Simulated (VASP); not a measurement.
# Cu (Fm-3m) in VASP: further runs

Cu is run at these levels: LDA, r2SCAN+D4, PBEsol; tasks: single point.

Program: VASP 6.6.1. These are calculated values, not measurements. Logs are shortened: lines on timing, memory, paths and dates and some standing lists are left out, and cuts for length are marked.

## (1) The cell of the first run

Symmetry: Fm-3m, No. 225, cubic system. The conventional cell has a = 3.615 Å, b = 3.615 Å, c = 3.615 Å, α = 90.00°, β = 90.00°, γ = 90.00°. Cu (site symmetry m-3m) has 12 Cu at 2.56 Å within 3.4 Å.

## (2) Single point, LDA

INCAR reads:

```
SYSTEM = Cu
PREC = Accurate ; ENCUT = 820
EDIFF = 1E-6 ; ISMEAR = -1
SIGMA = 0.05 ; LREAL = .False.
LASPH = .True. ; NELM = 120
ALGO = Normal ; ISIF = 2
LWAVE = .False. ; LCHARG = .True.
GGA = CA ; LELF = .True.
LVHAR = .True. ; NBANDS = 16
GGA_COMPAT = .False.
```

KPOINTS reads:

```
Automatic mesh
0
Gamma
  13 13 13
  0 0 0
```

POSCAR reads:

```
Cu
1.0
    0.0000000000      1.8075000000      1.8075000000
    1.8075000000      0.0000000000      1.8075000000
    1.8075000000      1.8075000000      0.0000000000
Cu
1
Direct
    0.0000000000      0.0000000000      0.0000000000
```

Potentials or basis: VASP PAW LDA potentials, release 64 (Cu_sv_GW).

Command:

```bash
$ cat potpaw_LDA.64/Cu_sv_GW/POTCAR > POTCAR
$ mpirun -np 1 vasp_std > vasp.out
```

OUTCAR:

```text
SYSTEM = Cu
   PREC = Accurate
   ENCUT = 820
   EDIFF = 1E-6
   ISMEAR = -1
   LREAL = .False.
   LASPH = .True.
   NELM = 120
   ISIF = 2
   GGA = CA

 ion  position               nearest neighbor table
   1  0.000  0.000  0.000-

  LATTYP: Found a face centered cubic cell.
 ALAT       =     3.6150000000

  Lattice vectors:

 A1 = (   0.0000000000,   1.8075000000,   1.8075000000)
 A2 = (   1.8075000000,   0.0000000000,   1.8075000000)
 A3 = (   1.8075000000,   1.8075000000,   0.0000000000)

Analysis of symmetry for initial positions (statically):
=====================================================================
 Subroutine PRICEL returns:
 Original cell was already a primitive cell.

 Routine SETGRP: Setting up the symmetry group for a
 face centered cubic supercell.

 Subroutine GETGRP returns: Found 48 space group operations
 (whereof 48 operations were pure point group operations)
 out of a pool of 48 trial point group operations.

The static configuration has the point symmetry O_h .

Analysis of symmetry for dynamics (positions and initial velocities):
=====================================================================
 Subroutine PRICEL returns:
 Original cell was already a primitive cell.

 Routine SETGRP: Setting up the symmetry group for a
 face centered cubic supercell.

 Subroutine GETGRP returns: Found 48 space group operations
 (whereof 48 operations were pure point group operations)
 out of a pool of 48 trial point group operations.

The dynamic configuration has the point symmetry O_h .

 Subroutine INISYM returns: Found 48 space group operations
 (whereof 48 operations are pure point group operations),
 and found     1 'primitive' translations

----------------------------------------------------------------------------------------

                                     Primitive cell

  volume of cell :      11.8104

  direct lattice vectors                    reciprocal lattice vectors
     0.000000000  1.807500000  1.807500000    -0.276625173  0.276625173  0.276625173
     1.807500000  0.000000000  1.807500000     0.276625173 -0.276625173  0.276625173
     1.807500000  1.807500000  0.000000000     0.276625173  0.276625173 -0.276625173

  length of vectors
     2.556191014  2.556191014  2.556191014     0.479128854  0.479128854  0.479128854

  position of ions in fractional coordinates (direct lattice)
     0.000000000  0.000000000  0.000000000

  ion indices of the primitive-cell ions
   primitive index   ion index
                 1           1

----------------------------------------------------------------------------------------

 KPOINTS: Automatic mesh

Automatic generation of k-mesh.
 Grid dimensions read from file:
 generate k-points for:   13   13   13

 Generating k-lattice:

  Cartesian coordinates                     Fractional coordinates (reciprocal lattice)
    -0.021278859  0.021278859  0.021278859     0.076923077  0.000000000  0.000000000
     0.021278859 -0.021278859  0.021278859     0.000000000  0.076923077  0.000000000
     0.021278859  0.021278859 -0.021278859     0.000000000  0.000000000  0.076923077

  Length of vectors
     0.036856066  0.036856066  0.036856066

  Shift w.r.t. Gamma in fractional coordinates (k-lattice)
     0.000000000  0.000000000  0.000000000

 Subroutine IBZKPT returns following result:
 ===========================================

 Found     84 irreducible k-points:

 Following reciprocal coordinates:
            Coordinates               Weight
  0.000000  0.000000  0.000000      1.000000
  0.076923  0.000000  0.000000      8.000000
  0.153846  0.000000  0.000000      8.000000
  0.230769  0.000000  0.000000      8.000000
  0.307692  0.000000  0.000000      8.000000
  0.384615  0.000000  0.000000      8.000000
[... 16 lines left out ...]
  0.384615  0.153846  0.000000     24.000000
  0.461538  0.153846  0.000000     24.000000
 [... further k-points ...]
   k-points           NKPTS =     84   k-points in BZ     NKDIM =     84   number of bands    NBANDS=     16
   number of dos      NEDOS =    301   number of ions     NIONS =      1
   total plane-waves  NPLWV =  13824
   dimension x,y,z NGX =    24 NGY =   24 NGZ =   24
   dimension x,y,z NGXF=    48 NGYF=   48 NGZF=   48
   ions per type =               1
   NGX,Y,Z   is equivalent  to a cutoff of  15.61, 15.61, 15.61 a.u.
   NGXF,Y,Z  is equivalent  to a cutoff of  31.22, 31.22, 31.22 a.u.
 SYSTEM =  Cu
   PREC   = accura    normal or accurate (medium, high low for compatibility)
   ISTART =      0    job   : 0-new  1-cont  2-samecut
   ICHARG =      2    charge: 1-file 2-atom 10-const
   ISPIN  =      1    spin polarized calculation?
   LNONCOLLINEAR =      F non collinear calculations
   LSORBIT =      F    spin-orbit coupling
   LASPH  =      T    aspherical Exc in radial PAW
   ENCUT  =  820.0 eV  60.27 Ry    7.76 a.u.   5.97  5.97  5.97*2*pi/ulx,y,z
   NELM   =    120;   NELMIN=  2; NELMDL= -5     # of ELM steps
   EDIFF  = 0.1E-05   stopping-criterion for ELM
   LREAL  =      F    real-space projection
[... 7 lines left out ...]
   TEBEG  =    0.0;   TEEND  =   0.0 temperature during run
   PSTRESS=    0.0 pullay stress
   NELECT =      19.0000    total number of electrons
   NUPDOWN=      -1.0000    fix difference up-down
   EMIN   =  10.00;   EMAX   =-10.00  energy-range for DOS
   EFERMI =   0.00;   METHOD = LEGACY
   ISMEAR =    -1;   SIGMA  =   0.05  broadening in eV -4-tet -1-fermi 0-gaus
   EFERMI_NEDOS =   21; number of points for ismear=-14 and -15
   IALGO  =     38    algorithm
   IMIX   =      4    mixing-type and parameters
     AMIX     =   0.40;   BMIX     =  1.00
     AMIX_MAG =   1.60;   BMIX_MAG =  1.00
  volume/ion in A,a.u.               =      11.81        79.70
  Fermi-wavevector in a.u.,A,eV,Ry     =   1.918246  3.624960 50.064940  3.679669
  Thomas-Fermi vector in A             =   2.953290
   LORBIT       =      0    0 simple, 1 ext, 2 COOP (PROOUT), +10 PAW based schemes
   GGA     = CA    functional components
   LHFCALC =     F    Hartree Fock is set to
   AEXX    =    0.0000 exact exchange contribution
   IVDW    =     0    specifies the selected vdW correction
   LEPSILON=     F    determine dielectric tensor
   LRPA    =     F    only Hartree local field effects (RPA)
 non-spin polarized calculation
  energy-cutoff  :      820.00
  volume of cell :       11.81
 maximum number of plane-waves:       646
   NGX = 11   NGY = 11   NGZ = 11

 number of electron      19.0000008 magnetization

 Free energy of the ion-electron system (eV)
  ---------------------------------------------------
  ext. energy  EPLUGINS =         0.00000000
  ---------------------------------------------------
  free energy    TOTEN  =        -4.82730222 eV

  energy without entropy =       -4.82465235  energy(sigma->0) =       -4.82597729

 E-fermi :   7.3616     XC(G=0): -13.8207

 val. band max:        7.1712530804   @ k =   0.4615   0.2308   0.0000
 cond. band min:       7.3671487987   @ k =   0.4615   0.3077   0.0000
 fundamental gap:      0.1958957182
 Fermi energy:         7.3615698924

 k-point     1 :       0.0000    0.0000    0.0000
  band No.  band energies     occupation
      1    -104.3126      2.00000
      2     -62.2109      2.00000
      3     -62.2109      2.00000
      4     -62.2109      2.00000
      5      -2.2132      2.00000
      6       4.1369      2.00000
[... 8 lines left out ...]
     15      34.7974      0.00000
     16      34.7974      0.00000

 k-point     2 :       0.0769    0.0000    0.0000
  band No.  band energies     occupation
      1    -104.3119      2.00000
      2     -62.2176      2.00000
      3     -62.2120      2.00000
      4     -62.2120      2.00000
      5      -1.9978      2.00000
      6       4.0914      2.00000
[... 8 lines left out ...]
     15      35.7224      0.00000
     16      35.7224      0.00000

 k-point     3 :       0.1538    0.0000    0.0000
  band No.  band energies     occupation
      1    -104.3097      2.00000
      2     -62.2354      2.00000
      3     -62.2148      2.00000
      4     -62.2148      2.00000
      5      -1.3667      2.00000
      6       3.9805      2.00000
[... 8 lines left out ...]
     15      36.8140      0.00000
     16      37.2020      0.00000

 k-point     4 :       0.2308    0.0000    0.0000
  band No.  band energies     occupation
      1    -104.3064      2.00000
      2     -62.2604      2.00000
      3     -62.2186      2.00000
      4     -62.2186      2.00000
      5      -0.3789      2.00000
      6       3.8857      2.00000
[... 8 lines left out ...]
     15      36.0535      0.00000
     16      36.0535      0.00000

 k-point     5 :       0.3077    0.0000    0.0000
  band No.  band energies     occupation
      1    -104.3026      2.00000
      2     -62.2867      2.00000
      3     -62.2222      2.00000
      4     -62.2222      2.00000
      5       0.7891      2.00000
      6       3.9929      2.00000
[... 8 lines left out ...]
     15      34.3064      0.00000
     16      34.3064      0.00000

 k-point     6 :       0.3846    0.0000    0.0000
  band No.  band energies     occupation
      1    -104.2998      2.00000
      2     -62.3086      2.00000
      3     -62.2256      2.00000
      4     -62.2256      2.00000
      5       1.6901      2.00000
      6       4.1700      2.00000
[... 8 lines left out ...]
     15      33.0077      0.00000
     16      33.0077      0.00000

 k-point     7 :       0.4615    0.0000    0.0000
  band No.  band energies     occupation
      1    -104.2982      2.00000
      2     -62.3209      2.00000
      3     -62.2275      2.00000
      4     -62.2275      2.00000
      5       2.0232      2.00000
      6       4.1169      2.00000
[... 8 lines left out ...]
     15      32.3123      0.00000
     16      32.3123      0.00000

 k-point     8 :       0.0769    0.0769    0.0000
  band No.  band energies     occupation
      1    -104.3116      2.00000
      2     -62.2174      2.00000
      3     -62.2134      2.00000
      4     -62.2134      2.00000
      5      -1.9263      2.00000
      6       4.0516      2.00000
[... 8 lines left out ...]
     15      36.2908      0.00000
     16      37.1258      0.00000

 k-point     9 :       0.1538    0.0769    0.0000
  band No.  band energies     occupation
      1    -104.3097      2.00000
      2     -62.2305      2.00000
      3     -62.2166      2.00000
      4     -62.2153      2.00000
      5      -1.4341      2.00000
      6       3.9449      2.00000
[... 8 lines left out ...]
     15      35.1368      0.00000
     16      36.8562      0.00000
[... 172 lines left out ...]
 k-point    19 :      -0.0769    0.0769    0.0000
  band No.  band energies     occupation
      1    -104.3106      2.00000
      2     -62.2263      2.00000
      3     -62.2160      2.00000
      4     -62.2126      2.00000
      5      -1.6437      2.00000
      6       4.0097      2.00000
[... 8 lines left out ...]
     15      35.0903      0.00000
     16      35.4793      0.00000

 k-point    20 :       0.1538    0.1538    0.0000
  band No.  band energies     occupation
      1    -104.3085      2.00000
      2     -62.2343      2.00000
      3     -62.2203      2.00000
      4     -62.2203      2.00000
      5      -1.0893      2.00000
      6       3.8181      2.00000
[... 8 lines left out ...]
     15      33.2603      0.00000
     16      39.4991      0.00000

 k-point    21 :       0.2308    0.1538    0.0000
  band No.  band energies     occupation
      1    -104.3060      2.00000
      2     -62.2507      2.00000
      3     -62.2248      2.00000
      4     -62.2239      2.00000
      5      -0.3624      2.00000
      6       3.6714      2.00000
[... 8 lines left out ...]
     15      31.8410      0.00000
     16      39.4952      0.00000

 k-point    22 :       0.3077    0.1538    0.0000
  band No.  band energies     occupation
      1    -104.3028      2.00000
      2     -62.2723      2.00000
      3     -62.2290      2.00000
      4     -62.2284      2.00000
      5       0.6536      2.00000
      6       3.5665      2.00000
[... 8 lines left out ...]
     15      33.6679      0.00000
     16      38.7632      0.00000

 k-point    23 :       0.3846    0.1538    0.0000
  band No.  band energies     occupation
      1    -104.2999      2.00000
      2     -62.2933      2.00000
      3     -62.2341      2.00000
      4     -62.2322      2.00000
      5       1.7010      2.00000
      6       3.6143      2.00000
[... 8 lines left out ...]
     15      36.5206      0.00000
     16      38.0782      0.00000

 k-point    24 :       0.4615    0.1538    0.0000
  band No.  band energies     occupation
      1    -104.2976      2.00000
      2     -62.3087      2.00000
      3     -62.2397      2.00000
      4     -62.2335      2.00000
      5       2.3157      2.00000
      6       3.7896      2.00000
[... 8 lines left out ...]
     15      37.2135      0.00000
     16      37.4117      0.00000

 [... further k-points ...]
[... 5 lines left out ...]
  --------------------------------------------------------------------------------------
  -------------------------------------------------------------------------------------
  Total       -0.9850133     -0.9850133     -0.9850133     -0.0000000      0.0000000      0.0000000
  in kB     -133.6250095   -133.6250095   -133.6250095     -0.0000000      0.0000000      0.0000000
  external PRESSURE =    -133.6250095 kB  Pullay stress =       0.0000000 kB

 VOLUME and BASIS-vectors are now :
 -----------------------------------------------------------------------------
  energy-cutoff  :      820.00
  volume of cell :       11.81
      direct lattice vectors                 reciprocal lattice vectors
     0.000000000  1.807500000  1.807500000    -0.276625173  0.276625173  0.276625173
     1.807500000  0.000000000  1.807500000     0.276625173 -0.276625173  0.276625173
     1.807500000  1.807500000  0.000000000     0.276625173  0.276625173 -0.276625173

 POSITION                                       TOTAL-FORCE (eV/Angst)
 -----------------------------------------------------------------------------------
      0.00000      0.00000      0.00000         0.000000      0.000000      0.000000
 -----------------------------------------------------------------------------------
    total drift:                               -0.000000     -0.000000     -0.000000

  FREE ENERGIE OF THE ION-ELECTRON SYSTEM (eV)
  ---------------------------------------------------
  free  energy   TOTEN  =        -4.8273022173 eV

  energy  without entropy=       -4.8246523534  energy(sigma->0) =       -4.82597729
```

Run time: 21 s. Hardware: 1 thread of AMD EPYC 7R13 (Zen 3), shared host; peak memory 0.13 GiB.

Results:

```yaml
Free_energy: -4.8273 eV
Pressure: -13.4 GPa
Band_gap_on_the_k_mesh: zero (an odd number of electrons rules out a gap without spin polarisation)
```

Levels at points of the mesh, in eV from the Fermi level:
| k point | band 8 | band 9 | band 10 | band 11 | band 12 | band 13 |
| --- | --- | --- | --- | --- | --- | --- |
| (0.00, 0.00, 0.00) | -3.22 | -2.38 | -2.38 | 22.53 | 24.96 | 24.96 |

Caveat: the cell stands under tension.

## (3) Single point, LDA

This run uses another cell than the first one, of 11.57 Å³/atom.

INCAR reads:

```
ALGO = Normal
EDIFF = 1E-6
ENCUT = 820
GGA = CA
GGA_COMPAT = F
ISIF = 2
ISMEAR = -1
LASPH = T
LCHARG = T
LELF = T
LREAL = F
LVHAR = T
LWAVE = F
NBANDS = 16
NELM = 120
PREC = Accurate
SIGMA = 0.05
```

KPOINTS reads:

```
k-points
0
Gamma
  13 13 13
```

POSCAR reads:

```
Cu
1.0
    0.0000000000      1.7953687620      1.7953687620
    1.7953687620      0.0000000000      1.7953687620
    1.7953687620      1.7953687620      0.0000000000
Cu
1
Direct
    0.0000000000      0.0000000000      0.0000000000
```

Potentials or basis: VASP PAW LDA potentials, release 64 (Cu_sv_GW).

Command:

```bash
$ cat potpaw_LDA.64/Cu_sv_GW/POTCAR > POTCAR
$ mpirun -np 1 vasp_std > vasp.out
```

OUTCAR:

```text
EDIFF = 1E-6
   ENCUT = 820
   GGA = CA
   ISIF = 2
   ISMEAR = -1
   LASPH = T
   LREAL = F
   NELM = 120
   PREC = Accurate

 ion  position               nearest neighbor table
   1  0.000  0.000  0.000-

  LATTYP: Found a face centered cubic cell.
 ALAT       =     3.5907375240

  Lattice vectors:

 A1 = (   0.0000000000,   1.7953687620,   1.7953687620)
 A2 = (   1.7953687620,   0.0000000000,   1.7953687620)
 A3 = (   1.7953687620,   1.7953687620,   0.0000000000)

Analysis of symmetry for initial positions (statically):
=====================================================================
 Subroutine PRICEL returns:
 Original cell was already a primitive cell.

 Routine SETGRP: Setting up the symmetry group for a
 face centered cubic supercell.

 Subroutine GETGRP returns: Found 48 space group operations
 (whereof 48 operations were pure point group operations)
 out of a pool of 48 trial point group operations.

The static configuration has the point symmetry O_h .

Analysis of symmetry for dynamics (positions and initial velocities):
=====================================================================
 Subroutine PRICEL returns:
[... 148 lines left out ...]
  ext. energy  EPLUGINS =         0.00000000
  ---------------------------------------------------
  free energy    TOTEN  =        -4.84317069 eV

  energy without entropy =       -4.84052462  energy(sigma->0) =       -4.84184765

 E-fermi :   7.6192     XC(G=0): -13.9529

 val. band max:        7.4302925496   @ k =   0.4615   0.2308   0.0000
 cond. band min:       7.6254499491   @ k =   0.4615   0.3077   0.0000
 fundamental gap:      0.1951573995
 Fermi energy:         7.6191966948

 k-point     1 :       0.0000    0.0000    0.0000
  band No.  band energies     occupation
      1    -104.1105      2.00000
      2     -62.0037      2.00000
      3     -62.0037      2.00000
      4     -62.0037      2.00000
      5      -2.1171      2.00000
      6       4.3261      2.00000
[... 433 lines left out ...]
      3     -62.0346      2.00000
      4     -62.0280      2.00000
      5       2.4594      2.00000
      6       3.9627      2.00000
[... 8 lines left out ...]
     15      37.8205      0.00000
     16      37.9876      0.00000

 [... further k-points ...]
[... 5 lines left out ...]
  --------------------------------------------------------------------------------------
  -------------------------------------------------------------------------------------
  Total       -0.7775450     -0.7775450     -0.7775450     -0.0000000      0.0000000     -0.0000000
  in kB     -107.6329160   -107.6329160   -107.6329160     -0.0000000      0.0000000     -0.0000000
  external PRESSURE =    -107.6329160 kB  Pullay stress =       0.0000000 kB

 VOLUME and BASIS-vectors are now :
 -----------------------------------------------------------------------------
  energy-cutoff  :      820.00
  volume of cell :       11.57
      direct lattice vectors                 reciprocal lattice vectors
     0.000000000  1.795368762  1.795368762    -0.278494319  0.278494319  0.278494319
     1.795368762  0.000000000  1.795368762     0.278494319 -0.278494319  0.278494319
     1.795368762  1.795368762  0.000000000     0.278494319  0.278494319 -0.278494319

 POSITION                                       TOTAL-FORCE (eV/Angst)
 -----------------------------------------------------------------------------------
      0.00000      0.00000      0.00000         0.000000      0.000000      0.000000
 -----------------------------------------------------------------------------------
    total drift:                               -0.000000      0.000000     -0.000000

  FREE ENERGIE OF THE ION-ELECTRON SYSTEM (eV)
  ---------------------------------------------------
  free  energy   TOTEN  =        -4.8431706890 eV

  energy  without entropy=       -4.8405246194  energy(sigma->0) =       -4.84184765
```

stdout:

```text
POSCAR found type information on POSCAR Cu
 POSCAR found :  1 types and       1 ions
 scaLAPACK will be used
 LDA part: xc-table for (Slater(with rela. corr.)+CA(PZ))
 , standard interpolation
 POSCAR, INCAR and KPOINTS ok, starting setup
 FFT: planning ... GRIDC
 FFT: planning ... GRID_SOFT
 FFT: planning ... GRID
 WAVECAR not read
 entering main loop
```

Run time: 17 s. Hardware: 1 thread of Intel Xeon Platinum 8259CL at 2.50GHz (Skylake/Cascade Lake), shared host; peak memory 0.16 GiB.

Results:

```
Free energy            : -4.8432 eV
Pressure               : -10.8 GPa
Band gap on the k mesh : zero (an odd number of electrons rules out a gap without spin polarisation)
```

Levels at points of the mesh, in eV from the Fermi level:
| k point | band 8 | band 9 | band 10 | band 11 | band 12 | band 13 |
| --- | --- | --- | --- | --- | --- | --- |
| (0.00, 0.00, 0.00) | -3.29 | -2.42 | -2.42 | 22.68 | 25.28 | 25.28 |

Caveat: the cell stands under tension.

[end of part 1 of 2]

The gap in the log of VASP goes by the Fermi energy; the results here count the filled bands.